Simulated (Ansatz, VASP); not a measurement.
**ZnO: VASP beside Ansatz**

```xyz
12
Lattice="-2.8654 2.8654 2.8654 2.8654 -2.8654 2.8654 2.8654 2.8654 -2.8654" Properties=species:S:1:pos:R:3 pbc="T T T"
Zn    4.2981    0.7164    0.0000
Zn    0.0000    1.4327    2.1491
Zn    0.7164    0.0000    4.2981
Zn    0.0000    4.2981    0.7164
Zn    1.4327    2.1491    0.0000
Zn    2.1491    0.0000    1.4327
O     0.7164    2.8654    1.4327
O     2.8654   -1.4327    2.1491
O     2.1491    2.8654   -1.4327
O     2.8654    1.4327    0.7164
O    -1.4327    2.1491    2.8654
O     1.4327    0.7164    2.8654
```

Alike in both runs: task single point; functional PBE; k mesh 4 × 4 × 4; occupations gaussian, width 0.1 eV; no spin polarisation.

|  | VASP | Ansatz |
| --- | --- | --- |
| version | VASP 6.6.1 | Ansatz 0.2.0 |
| potentials or method | VASP PAW PBE potentials, release 64 (Zn, O), cutoff 520 eV | scalar-relativistic, plane waves, PAW |
| valence electrons in the cell | 108 | 108 |

```csv
,VASP,Ansatz,Ansatz less VASP
gap on the k mesh at the Fermi level (eV),1.39,1.36,-0.030
least direct gap on the mesh (eV),1.39,1.36,-0.030
```

The functional is the same, so the differences come from potentials, cutoffs and numerics.
